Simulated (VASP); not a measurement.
ZnSe, 2 atoms in the cell. The structure is cubic, space group F-43m (No. 216). Conventional cell: a = 5.633 Å, b = 5.633 Å, c = 5.633 Å, α = 90.00°, β = 90.00°, γ = 90.00°. Within 3.2 Å of Zn (site symmetry -43m) lie 4 Se at 2.44 Å. Within 3.2 Å of Se (site symmetry -43m) lie 4 Zn at 2.44 Å. 

```yaml
Program: VASP 6.6.1
Task: relaxation of cell and atoms
Functional: PBEsol
Potentials_or_basis: VASP PAW PBE potentials, release 64 (Zn, Se)
Cutoff: 600 eV
k_mesh: 8 × 8 × 8
Occupations: gaussian, width 0.01 eV
Spin: no spin polarisation
Target_pressure: 4 GPa
Dipole_correction: no
Further_INCAR_settings: ALGO = Normal; EDIFF = 1e-07; IBRION = 2; EDIFFG = -0.002; NSW = 100; ISIF = 3
```

Potentials or basis: VASP PAW PBE potentials, release 64 (Zn, Se).

Command:

```console
$ cat potpaw_PBE.64/Zn/POTCAR potpaw_PBE.64/Se/POTCAR > POTCAR
$ mpirun -np 1 vasp_std > vasp.out
```

Hardware: 1 thread of AMD EPYC 7R13, on a shared host.

Q: Estimate the wall time of this run.

A: Run time: 61 s on 1 thread of AMD EPYC 7R13, with other jobs on the host, peak memory 0.17 GiB. Counts: scf iterations 32, k points 29, ion steps 3.
